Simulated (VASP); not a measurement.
# P (R-3m) in VASP: notebook, part 2 of 2

VASP 6.6.1.

## (5) Relaxation of cell and atoms, PBEsol+D3(BJ), target pressure 120 GPa, at which the enthalpy is minimised

This run uses another cell than the first one, of 8.53 Å³/atom.

Input file INCAR:

```
ALGO = Normal ; EDIFF = 1E-6
EDIFFG = -0.004 ; ENCUT = 600
GGA = PS ; IBRION = 2
ISIF = 3 ; ISMEAR = 0
IVDW = 12 ; LASPH = T
LCHARG = F ; LREAL = F
LWAVE = F ; NELM = 100
NSW = 70 ; PREC = Accurate
PSTRESS = 1200.0 ; SIGMA = 0.1
```

Input file KPOINTS:

```
k-points
0
Gamma
  21 21 21
```

Input file POSCAR:

```
P
1.0
    1.1570966365      0.6680500546      3.6793992974
   -1.1570966365      0.6680500546      3.6793992974
    0.0000000000     -1.3361001092      3.6793992974
P
2
Direct
    0.2500000000      0.2500000000      0.2500000000
    0.7500000000      0.7500000000      0.7500000000
```

Potentials or basis: VASP PAW PBE potentials, release 64 (P).

The run is started by

```console
cat potpaw_PBE.64/P/POTCAR > POTCAR
mpirun -np 1 vasp_std > vasp.out
```

OUTCAR:

```text
EDIFF = 1E-6
   EDIFFG = -0.004
   ENCUT = 600
   GGA = PS
   IBRION = 2
   ISIF = 3
   ISMEAR = 0
   IVDW = 12
   LASPH = T
   LREAL = F
   NELM = 100
   NSW = 70
   PREC = Accurate
   PSTRESS = 1200.0
 IVDW          = 12

 ion  position               nearest neighbor table
   1  0.250  0.250  0.250-   2 2.27   2 2.27   2 2.27   2 2.27   2 2.27   2 2.27
   2  0.750  0.750  0.750-   1 2.27   1 2.27   1 2.27   1 2.27   1 2.27   1 2.27

  LATTYP: Found a trigonal (rhomboedric) cell.
 ALAT       =     3.9144785976
 COS(alpha) =     0.8252482988

  Lattice vectors:

 A1 = (   1.1570966365,   0.6680500546,   3.6793992974)
 A2 = (  -1.1570966365,   0.6680500546,   3.6793992974)
 A3 = (   0.0000000000,  -1.3361001092,   3.6793992974)

Analysis of symmetry for initial positions (statically):
=====================================================================
[... 276 lines left out ...]

 number of electron      10.0000001 magnetization

 Free energy of the ion-electron system (eV)
  ---------------------------------------------------
  ext. energy  EPLUGINS =         0.00000000
  ---------------------------------------------------
  free energy    TOTEN  =        -7.07206737 eV

  energy without entropy =       -7.06874179  energy(sigma->0) =       -7.07040458

 E-fermi :  19.2311     XC(G=0): -13.9638

 val. band max:       19.2288172687   @ k =  -0.4286   0.4762   0.4286
 cond. band min:      19.2326343924   @ k =  -0.4762   0.4286   0.1905
 fundamental gap:      0.0038171236
 Fermi energy:        19.2310841037

 k-point     1 :       0.0000    0.0000    0.0000
  band No.  band energies     occupation
      1      -4.0460      2.00000
      2       6.0509      2.00000
      3       6.5288      2.00000
      4      27.9324      0.00000
      5      27.9324      0.00000
      6      29.9655      0.00000
      7      29.9655      0.00000
      8      31.4605      0.00000
      9      31.4612      0.00000
[... 265 lines left out ...]
 k-point    24 :      -0.3810    0.0476    0.0000
  band No.  band energies     occupation
      1       1.8983      2.00000
      2       8.6704      2.00000
      3       9.7309      2.00000
      4      14.2196      2.00000
      5      14.5809      2.00000
      6      21.1149      0.00000
      7      22.1432      0.00000
      8      23.0885      0.00000
      9      26.9293      0.00000

 [... further k-points ...]

------------------------ aborting loop because EDIFF is reached ----------------------------------------

 Edisp (eV)   -1.34524

 E8    (eV) :    -0.8003
[... 29 lines left out ...]
  energy  without entropy=       -8.4139814350  energy(sigma->0) =       -8.41564422

  enthalpy is  TOTEN    =         4.3541859524 eV   P V=       12.7714929640

 reached required accuracy - stopping structural energy minimisation
```

CONTCAR:

```text
P
   1.00000000000000
     1.1568043637271492    0.6678813108421026    3.6784134789523510
    -1.1568043637271492    0.6678813108421026    3.6784134789523510
     0.0000000000000000   -1.3357626216842051    3.6784134789523510
  P
     2
Direct
     0.2500000000000000    0.2500000000000000    0.2500000000000000
     0.7500000000000000    0.7500000000000000    0.7500000000000000

  0.00000000E+00  0.00000000E+00  0.00000000E+00
  0.00000000E+00  0.00000000E+00  0.00000000E+00
```

Run time: 2 min. Hardware: 1 thread of Intel Xeon 6975P-C (Granite Rapids), shared host; peak memory 0.3 GiB.

What came out:

```
Free energy                                                : -8.4173 eV
Relaxed volume                                             : 8.53 Å³/atom
Relaxed cell                                               : a = 3.913 Å, b = 3.913 Å, c = 3.913 Å, α = 34.39°, β = 34.39°, γ = 34.39°
Space group after relaxing (to 0.1 Å)                      : Fm-3m (No. 225)
Energy change on relaxing (the run minimises the enthalpy) : +4.9 meV/atom
Ionic steps                                                : 3
Pressure after relaxing                                    : 120.0 GPa
Band gap on the k mesh                                     : zero (bands 5 and 6 overlap by 13.76 eV)
Dispersion energy per atom                                 : -0.673 eV
```

Step by step:
```csv
step,energy change (eV),largest force (eV/Å),pressure (GPa),volume (Å³)
1,0.0000,0.0000,119.62,17.07
2,0.0376,0.0000,121.07,17.01
3,0.0099,0.0000,120.01,17.05
```

Final structure:
```xyz
2
Lattice="1.1568 0.6679 3.6784 -1.1568 0.6679 3.6784 0.0000 -1.3358 3.6784" Properties=species:S:1:pos:R:3 pbc="T T T"
P     0.0000    0.0000    2.7588
P     0.0000    0.0000    8.2764
```

Levels at points of the mesh, in eV from the Fermi level:
```csv
k point,band 1,band 2,band 3,band 4,band 5,band 6,band 7,band 8,band 9
"(0.00, 0.00, 0.00)",-23.28,-13.18,-12.70,8.70,8.70,10.73,10.73,12.23,12.23
```

Caveat: the cell is relaxed towards a set pressure, so the run minimises the enthalpy, not the energy; the PAW data sets were made with another functional, which shifts forces and pressure a little.

## (6) Summary

| task | cell | cutoff (eV) | gap on the mesh (eV) | pressure (GPa) |
| --- | --- | --- | --- | --- |
| single point | a = 3.765 Å, angles 34.1°, 2 atoms | 520 | none | 199.1 |
| relaxation of cell and atoms | relaxed to 200 GPa from a = 3.805 Å, angles 33.7°, 2 atoms | 600 | none | 200.0 |
| single point | a = 3.914 Å, angles 34.4°, 2 atoms | 520 | none | 119.6 |
| relaxation of cell and atoms | relaxed to 120 GPa from a = 3.914 Å, angles 34.4°, 2 atoms | 600 | none | 120.0 |

Alike in all rows: level PBEsol+D3(BJ); potentials or basis VASP PAW PBE potentials, release 64 (P); no spin polarisation; k mesh 21 × 21 × 21; smearing gaussian 0.1 eV.

Caveats: the PAW data sets were made with another functional, which shifts forces and pressure a little; the cell stands under pressure (at least some runs); the cell is relaxed towards a set pressure, so the run minimises the enthalpy, not the energy (at least some runs).

Total energies depend on the potentials used, so only differences within one code and one set of settings carry meaning.
